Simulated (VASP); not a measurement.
# Ta5N (P-3m1) in VASP: relaxation of cell and atoms with PBE

Aim: the relaxation of cell and atoms of Ta5N with PBE.

Program: VASP 6.6.1. These are calculated values, not measurements. Logs are shortened: lines on timing, memory, paths and dates and some standing lists are left out, and cuts for length are marked.

### Step 1. The cell of the first run

It takes space group P-3m1 (No. 164, trigonal). The conventional cell has a = 3.069 Å, b = 3.069 Å, c = 11.980 Å, α = 90.00°, β = 90.00°, γ = 120.00°. Ta (site symmetry 3m) has 3 N at 2.18 Å and 12 Ta at 2.99 to 3.09 Å within 3.1 Å. Within 3.8 Å of Ta (site symmetry 3m) lie 12 Ta at 2.92 to 3.07 Å. Within 3.8 Å of Ta (site symmetry -3m) lie 12 Ta at 2.92 to 3.07 Å. N (site symmetry -3m) has 6 Ta at 2.18 Å within 2.9 Å.

### Step 2. Relaxation of cell and atoms, PBE

Contents of INCAR:

```
SYSTEM = Ta5N
PREC = Accurate ; ENCUT = 600
EDIFF = 1E-7 ; ISMEAR = 0
SIGMA = 0.1 ; LREAL = .FALSE.
LASPH = .TRUE. ; NELM = 60
ALGO = Normal ; ISIF = 3
LWAVE = .FALSE. ; LCHARG = .FALSE.
GGA = PE ; IBRION = 2
NSW = 100 ; EDIFFG = -0.01
```

Contents of KPOINTS:

```
regular mesh
0
G
  12 12 4
  0 0 0
```

Contents of POSCAR:

```
Ta5N
1.0
    3.0692175634      0.0000000000      0.0000000000
   -1.5346087817      2.6580203796      0.0000000000
    0.0000000000      0.0000000000     11.9797536919
Ta N
5 1
Direct
    0.6666666667      0.3333333333      0.8943731374
    0.3333333333      0.6666666667      0.1056268626
    0.6666666667      0.3333333333      0.3061805399
    0.3333333333      0.6666666667      0.6938194601
    0.0000000000      0.0000000000      0.5000000000
    0.0000000000      0.0000000000      0.0000000000
```

Potentials or basis: VASP PAW PBE potentials, release 64 (Ta_pv, N).

On the command line:

```bash
> cat potpaw_PBE.64/Ta_pv/POTCAR potpaw_PBE.64/N/POTCAR > POTCAR
> mpirun -np 1 vasp_std > vasp.out
```

OUTCAR:

```text
SYSTEM = Ta5N
   PREC = Accurate
   ENCUT = 600
   EDIFF = 1E-7
   ISMEAR = 0
   LREAL = .FALSE.
   LASPH = .TRUE.
   NELM = 60
   ISIF = 3
   GGA = PE
   IBRION = 2
   NSW = 100
   EDIFFG = -0.01

 ion  position               nearest neighbor table
   1  0.667  0.333  0.894-   6 2.18   6 2.18   6 2.18   4 2.99   4 2.99   4 2.99   2 3.09   2 3.09
                             2 3.09
   2  0.333  0.667  0.106-   6 2.18   6 2.18   6 2.18   3 2.99   3 2.99   3 2.99   1 3.09   1 3.09
                             1 3.09
   3  0.667  0.333  0.306-   5 2.92   5 2.92   5 2.92   2 2.99   2 2.99   2 2.99
   4  0.333  0.667  0.694-   5 2.92   5 2.92   5 2.92   1 2.99   1 2.99   1 2.99
   5  0.000  0.000  0.500-   3 2.92   4 2.92   4 2.92   3 2.92   3 2.92   4 2.92
   6  0.000  0.000  0.000-   1 2.18   2 2.18   2 2.18   1 2.18   1 2.18   2 2.18

  LATTYP: Found a hexagonal cell.
 ALAT       =     3.0692175634
 C/A-ratio  =     3.9031946887

  Lattice vectors:

 A1 = (   3.0692175634,   0.0000000000,   0.0000000000)
 A2 = (  -1.5346087817,   2.6580203796,   0.0000000000)
 A3 = (   0.0000000000,   0.0000000000,  11.9797536919)

Analysis of symmetry for initial positions (statically):
=====================================================================
 Subroutine PRICEL returns:
 Original cell was already a primitive cell.

 Routine SETGRP: Setting up the symmetry group for a
 hexagonal supercell.

 Subroutine GETGRP returns: Found 12 space group operations
 (whereof 12 operations were pure point group operations)
 out of a pool of 24 trial point group operations.

The static configuration has the point symmetry D_3d.

Analysis of symmetry for dynamics (positions and initial velocities):
=====================================================================
 Subroutine PRICEL returns:
 Original cell was already a primitive cell.

 Routine SETGRP: Setting up the symmetry group for a
 hexagonal supercell.

 Subroutine GETGRP returns: Found 12 space group operations
 (whereof 12 operations were pure point group operations)
 out of a pool of 24 trial point group operations.

The dynamic configuration has the point symmetry D_3d.

 Subroutine INISYM returns: Found 12 space group operations
 (whereof 12 operations are pure point group operations),
 and found     1 'primitive' translations

----------------------------------------------------------------------------------------

                                     Primitive cell

  volume of cell :      97.7313

  direct lattice vectors                    reciprocal lattice vectors
     3.069217563  0.000000000  0.000000000     0.325815938  0.188109920  0.000000000
    -1.534608782  2.658020380  0.000000000     0.000000000  0.376219839  0.000000000
     0.000000000  0.000000000 11.979753692     0.000000000  0.000000000  0.083474170

  length of vectors
     3.069217563  3.069217563 11.979753692     0.376219839  0.376219839  0.083474170

  position of ions in fractional coordinates (direct lattice)
     0.666666667  0.333333333  0.894373137
     0.333333333  0.666666667  0.105626863
     0.666666667  0.333333333  0.306180540
     0.333333333  0.666666667  0.693819460
     0.000000000  0.000000000  0.500000000
     0.000000000  0.000000000  0.000000000

  ion indices of the primitive-cell ions
   primitive index   ion index
                 1           1
                 2           2
                 3           3
                 4           4
                 5           5
                 6           6

----------------------------------------------------------------------------------------

 KPOINTS: regular mesh

Automatic generation of k-mesh.
 Grid dimensions read from file:
 generate k-points for:   12   12    4

 Generating k-lattice:

  Cartesian coordinates                     Fractional coordinates (reciprocal lattice)
     0.027151328  0.015675827  0.000000000     0.083333333  0.000000000  0.000000000
     0.000000000  0.031351653  0.000000000     0.000000000  0.083333333  0.000000000
     0.000000000  0.000000000  0.020868543     0.000000000  0.000000000  0.250000000

  Length of vectors
     0.031351653  0.031351653  0.020868543

  Shift w.r.t. Gamma in fractional coordinates (k-lattice)
     0.000000000  0.000000000  0.000000000

 Subroutine IBZKPT returns following result:
 ===========================================

 Found     69 irreducible k-points:

 Following reciprocal coordinates:
            Coordinates               Weight
  0.000000  0.000000  0.000000      1.000000
  0.083333 -0.000000  0.000000      6.000000
  0.166667  0.000000  0.000000      6.000000
  0.250000  0.000000  0.000000      6.000000
  0.333333 -0.000000  0.000000      6.000000
  0.416667 -0.000000  0.000000      6.000000
[... 16 lines left out ...]
  0.166667  0.000000  0.250000      6.000000
  0.000000  0.166667  0.250000      6.000000
 [... further k-points ...]
   k-points           NKPTS =     69   k-points in BZ     NKDIM =     69   number of bands    NBANDS=     36
   number of dos      NEDOS =    301   number of ions     NIONS =      6
   total plane-waves  NPLWV =  75264
   dimension x,y,z NGX =    28 NGY =   28 NGZ =   96
   dimension x,y,z NGXF=    56 NGYF=   56 NGZF=  192
   ions per type =               5   1
   NGX,Y,Z   is equivalent  to a cutoff of  15.17, 15.17, 13.32 a.u.
   NGXF,Y,Z  is equivalent  to a cutoff of  30.33, 30.33, 26.64 a.u.
 SYSTEM =  Ta5N
   PREC   = accura    normal or accurate (medium, high low for compatibility)
   ISTART =      0    job   : 0-new  1-cont  2-samecut
   ICHARG =      2    charge: 1-file 2-atom 10-const
   ISPIN  =      1    spin polarized calculation?
   LNONCOLLINEAR =      F non collinear calculations
   LSORBIT =      F    spin-orbit coupling
   LASPH  =      T    aspherical Exc in radial PAW
   ENCUT  =  600.0 eV  44.10 Ry    6.64 a.u.   6.13  6.13 23.93*2*pi/ulx,y,z
   NELM   =     60;   NELMIN=  2; NELMDL= -5     # of ELM steps
   EDIFF  = 0.1E-06   stopping-criterion for ELM
   LREAL  =      F    real-space projection
   EDIFFG = -.1E-01   stopping-criterion for IOM
   NSW    =    100    number of steps for IOM
   IBRION =      2    ionic relax: 0-MD 1-quasi-New 2-CG
   NFREE  =      1    steps in history (QN), initial steepest desc. (CG)
   ISIF   =      3    stress and relaxation
   ISYM   =      2    0-nonsym 1-usesym 2-fastsym
   POTIM  = 0.5000    time-step for ionic-motion
   TEBEG  =    0.0;   TEEND  =   0.0 temperature during run
   PSTRESS=    0.0 pullay stress
   NELECT =      60.0000    total number of electrons
   NUPDOWN=      -1.0000    fix difference up-down
   EMIN   =  10.00;   EMAX   =-10.00  energy-range for DOS
   EFERMI =   0.00;   METHOD = LEGACY
   ISMEAR =     0;   SIGMA  =   0.10  broadening in eV -4-tet -1-fermi 0-gaus
   EFERMI_NEDOS =   21; number of points for ismear=-14 and -15
   IALGO  =     38    algorithm
   IMIX   =      4    mixing-type and parameters
     AMIX     =   0.40;   BMIX     =  1.00
     AMIX_MAG =   1.60;   BMIX_MAG =  1.00
  volume/ion in A,a.u.               =      16.29       109.92
  Fermi-wavevector in a.u.,A,eV,Ry     =   1.391385  2.629336 26.340226  1.935952
  Thomas-Fermi vector in A             =   2.515229
   LORBIT       =      0    0 simple, 1 ext, 2 COOP (PROOUT), +10 PAW based schemes
   GGA     = PE    functional components
   LHFCALC =     F    Hartree Fock is set to
   AEXX    =    0.0000 exact exchange contribution
   IVDW    =     0    specifies the selected vdW correction
   LEPSILON=     F    determine dielectric tensor
   LRPA    =     F    only Hartree local field effects (RPA)
 conjugate gradient relaxation of ions
 non-spin polarized calculation
 Gauss-broadening in eV      SIGMA  =   0.10
  energy-cutoff  :      600.00
  volume of cell :       97.73
 maximum number of plane-waves:      3318
 NGX is ok and might be reduce to    28
   NGX = 13   NGY = 13   NGZ = 47

--------------------------------------- Ionic step        1  -------------------------------------------

 number of electron      60.0000001 magnetization

 Free energy of the ion-electron system (eV)
  ---------------------------------------------------
  ext. energy  EPLUGINS =         0.00000000
  ---------------------------------------------------
  free energy    TOTEN  =       -69.22923650 eV

  energy without entropy =      -69.21549024  energy(sigma->0) =      -69.22236337

------------------------ aborting loop because EDIFF is reached ----------------------------------------

  FORCE on cell =-STRESS in cart. coord.  units (eV):
  Direction    XX          YY          ZZ          XY          YZ          ZX
  --------------------------------------------------------------------------------------
  -------------------------------------------------------------------------------------
  Total       -0.3367078     -0.3367078      1.3736395      0.0000000      0.0000000      0.0000000
  in kB       -5.5198833     -5.5198833     22.5190201      0.0000000      0.0000000      0.0000000
  external PRESSURE =       3.8264179 kB  Pullay stress =       0.0000000 kB

 VOLUME and BASIS-vectors are now :
 -----------------------------------------------------------------------------
  energy-cutoff  :      600.00
  volume of cell :       97.73
      direct lattice vectors                 reciprocal lattice vectors
     3.069217563  0.000000000  0.000000000     0.325815938  0.188109920  0.000000000
    -1.534608782  2.658020380  0.000000000     0.000000000  0.376219839  0.000000000
     0.000000000  0.000000000 11.979753692     0.000000000  0.000000000  0.083474170
[... 281 lines left out ...]
 POSITION                                       TOTAL-FORCE (eV/Angst)
 -----------------------------------------------------------------------------------
      1.52567      0.88084     10.85056        -0.000000      0.000000     -0.011871
     -0.00000      1.76169      1.28458         0.000000     -0.000000      0.011871
      1.52567      0.88084      3.68937        -0.000000      0.000000     -0.018301
     -0.00000      1.76169      8.44577         0.000000     -0.000000      0.018301
      0.00000     -0.00000      6.06757         0.000000     -0.000000      0.000000
      0.00000      0.00000      0.00000         0.000000      0.000000      0.000000
 -----------------------------------------------------------------------------------
    total drift:                                0.000000     -0.000000     -0.000000

  FREE ENERGIE OF THE ION-ELECTRON SYSTEM (eV)
  ---------------------------------------------------
  free  energy   TOTEN  =       -69.2474694348 eV

  energy  without entropy=      -69.2326007969  energy(sigma->0) =      -69.24003512

--------------------------------------- Ionic step        9  -------------------------------------------

 number of electron      60.0000004 magnetization

 Free energy of the ion-electron system (eV)
  ---------------------------------------------------
  ext. energy  EPLUGINS =         0.00000000
  ---------------------------------------------------
  free energy    TOTEN  =       -69.24750484 eV

  energy without entropy =      -69.23266935  energy(sigma->0) =      -69.24008709

 E-fermi :   6.1796     XC(G=0): -12.5632

 val. band max:        6.1635706995   @ k =  -0.0833   0.5000   0.2500
 cond. band min:       6.1809383942   @ k =   0.2500   0.0833   0.2500
 fundamental gap:      0.0173676947
 Fermi energy:         6.1796251034

 k-point     1 :       0.0000    0.0000    0.0000
  band No.  band energies     occupation
      1     -29.0835      2.00000
      2     -28.6951      2.00000
      3     -28.4305      2.00000
      4     -28.4305      2.00000
      5     -28.3924      2.00000
      6     -28.3924      2.00000
[... 925 lines left out ...]
     35       7.4458      0.00000
     36       7.6328      0.00000

 [... further k-points ...]

------------------------ aborting loop because EDIFF is reached ----------------------------------------

  FORCE on cell =-STRESS in cart. coord.  units (eV):
  Direction    XX          YY          ZZ          XY          YZ          ZX
  --------------------------------------------------------------------------------------
  -------------------------------------------------------------------------------------
  Total        0.0132835      0.0132835      0.0333847      0.0000000      0.0000000      0.0000000
  in kB        0.2175465      0.2175465      0.5467502      0.0000000      0.0000000      0.0000000
  external PRESSURE =       0.3272811 kB  Pullay stress =       0.0000000 kB

 VOLUME and BASIS-vectors are now :
 -----------------------------------------------------------------------------
  energy-cutoff  :      600.00
  volume of cell :       97.83
      direct lattice vectors                 reciprocal lattice vectors
     3.051878052  0.000000000  0.000000000     0.327667090  0.189178683  0.000000000
    -1.525939026  2.643003922  0.000000000    -0.000000000  0.378357365  0.000000000
    -0.000000000 -0.000000000 12.128427035    -0.000000000 -0.000000000  0.082450923

 POSITION                                       TOTAL-FORCE (eV/Angst)
 -----------------------------------------------------------------------------------
      1.52594      0.88100     10.84432        -0.000000     -0.000000      0.002202
     -0.00000      1.76200      1.28411         0.000000      0.000000     -0.002202
      1.52594      0.88100      3.68601        -0.000000     -0.000000      0.005651
     -0.00000      1.76200      8.44241         0.000000      0.000000     -0.005651
     -1.52594      2.64300      6.06421         0.000000     -0.000000      0.000000
      0.00000      0.00000      0.00000         0.000000      0.000000      0.000000
 -----------------------------------------------------------------------------------
    total drift:                               -0.000000      0.000000      0.000000

  FREE ENERGIE OF THE ION-ELECTRON SYSTEM (eV)
  ---------------------------------------------------
  free  energy   TOTEN  =       -69.2475048377 eV

  energy  without entropy=      -69.2326693469  energy(sigma->0) =      -69.24008709

 reached required accuracy - stopping structural energy minimisation
```

Wall time 33 min (1 thread of Intel Xeon Platinum 8259CL at 2.50GHz (Skylake/Cascade Lake), shared host); peak memory 0.42 GiB.

What came out:

* Free energy: -69.2475 eV
* Relaxed volume: 16.30 Å³/atom
* Relaxed cell: a = 3.052 Å, b = 3.052 Å, c = 12.128 Å, α = 90.00°, β = 90.00°, γ = 120.00°
* Space group after relaxing (to 0.1 Å): P-3m1 (No. 164)
* Energy gained by relaxing: 3.0 meV/atom
* Ionic steps: 9
* Pressure after relaxing: 0.0 GPa
* Largest force after relaxing: 0.006 eV/Å
* Band gap on the k mesh: zero (bands 30 and 31 overlap by 0.94 eV)

Forces on the atoms (eV/Å):
```
Ta   0.000  0.000  0.002
Ta   0.000  0.000 -0.002
Ta   0.000  0.000  0.006
Ta   0.000  0.000 -0.006
Ta   0.000  0.000  0.000
N    0.000  0.000  0.000
```

Step by step:
| step | energy change (eV) | largest force (eV/Å) | pressure (GPa) | volume (Å³) |
| --- | --- | --- | --- | --- |
| 1 | 0.0000 | 0.2925 | 0.38 | 97.73 |
| 2 | -0.0143 | 0.1052 | -1.16 | 98.28 |
| 3 | -0.0143 | 0.1044 | -1.17 | 98.28 |
| 4 | -0.0102 | 0.0695 | 2.22 | 96.86 |
| 5 | -0.0172 | 0.0804 | 0.13 | 97.72 |
| 6 | -0.0180 | 0.0377 | 0.06 | 97.78 |
| 7 | -0.0182 | 0.0173 | -0.02 | 97.85 |
| 8 | -0.0182 | 0.0183 | -0.02 | 97.85 |
| 9 | -0.0183 | 0.0057 | 0.03 | 97.83 |

Final structure:
```
Ta N
1.0
     3.05188    0.00000    0.00000
    -1.52594    2.64300    0.00000
     0.00000    0.00000   12.12843
Ta N
5 1
Direct
  0.66667 0.33333 0.89412
  0.33333 0.66667 0.10588
  0.66667 0.33333 0.30392
  0.33333 0.66667 0.69608
  0.00000 0.00000 0.50000
  0.00000 0.00000 0.00000
```

Levels at points of the mesh, in eV from the Fermi level:
```csv
k point,band 26,band 27,band 28,band 29,band 30,band 31,band 32,band 33,band 34,band 35
"(0.00, 0.00, 0.00)",-0.45,-0.45,0.17,0.20,0.20,0.39,0.39,0.51,0.55,0.55
"(0.50, 0.00, 0.00)",-1.46,-1.09,-0.62,-0.16,0.13,0.28,0.93,1.50,1.65,2.23
"(0.00, 0.00, 0.50)",-0.42,-0.42,0.12,0.12,0.18,0.18,0.41,0.41,0.51,0.51
"(0.50, 0.00, 0.50)",-1.38,-1.04,-0.53,-0.12,0.17,0.29,0.96,1.07,1.50,2.99
```

Caveat: spin-orbit coupling is left out, which moves the levels of the heavy elements.
